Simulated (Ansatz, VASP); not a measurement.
# BaO in VASP and in Ansatz

Contents of INCAR:

```
ALGO = Normal ; EDIFF = 1E-6
ENCUT = 600 ; GGA = PE
GGA_COMPAT = F ; ISIF = 2
ISMEAR = 0 ; IVDW = 12
LASPH = T ; LCHARG = T
LELF = T ; LREAL = F
LVHAR = T ; LWAVE = F
NBANDS = 15 ; NELM = 120
PREC = Accurate ; SIGMA = 0.02
```

The input KPOINTS:

```
k-points
0
Gamma
  8 8 8
```

POSCAR

```
BaO
1.0
    0.0000000000      2.7643618899      2.7643618899
    2.7643618899      0.0000000000      2.7643618899
    2.7643618899      2.7643618899      0.0000000000
Ba O
1 1
Direct
    0.0000000000      0.0000000000      0.0000000000
    0.5000000000      0.5000000000      0.5000000000
```

Input for Ansatz:

```yaml
crystal:
  lattice:
    - [0.0, 2.7643618899, 2.7643618899]
    - [2.7643618899, 0.0, 2.7643618899]
    - [2.7643618899, 2.7643618899, 0.0]
  atoms:
    - { symbol: Ba, position: [0.0, 0.0, 0.0] }
    - { symbol: O, position: [0.5, 0.5, 0.5] }
basis:
  ecutwfc: 420
kpoints:
  mp_grid: { grid: [8, 8, 8] }
  band_path:
    path:
      - [[0.0, 0.0, 0.0], [0.5, 0.0, 0.5], [0.625, 0.25, 0.625]]
      - [[0.375, 0.375, 0.75], [0.0, 0.0, 0.0], [0.5, 0.5, 0.5], [0.5, 0.25, 0.75], [0.5, 0.0, 0.5]]
    npoints: 10
hamiltonian:
  xc: pbe
  dispersion: d3bj
  pseudopotentials: { kind: paw, azcp: { folder: soft_1 } }
scf:
  occupations: { method: gaussian, width: 0.02 }
  n_extra_bands: 7
output:
  forces: true
  stress: true
  eigenvalues: true
  write_density: true
  write_potential: true
  elf: true
  volumetric_format: npy
```

Alike in both runs: task single point; functional PBE; dispersion D3(BJ); k mesh 8 × 8 × 8; occupations gaussian, width 0.02 eV; no spin polarisation.

|  | VASP | Ansatz |
| --- | --- | --- |
| version | VASP 6.6.1 | Ansatz 0.2.0 |
| potentials or method | VASP PAW PBE potentials, release 64 (Ba_sv, O), cutoff 600 eV | scalar-relativistic, plane waves, PAW |
| valence electrons in the cell | 16 | 16 |

```csv
,VASP,Ansatz,Ansatz less VASP
gap on the k mesh at the Fermi level (eV),1.96,2.02,+0.068
least direct gap on the mesh (eV),1.96,2.02,+0.068
pressure (GPa),1.7,0.0,-1.66
```

Spin-orbit coupling is off throughout.
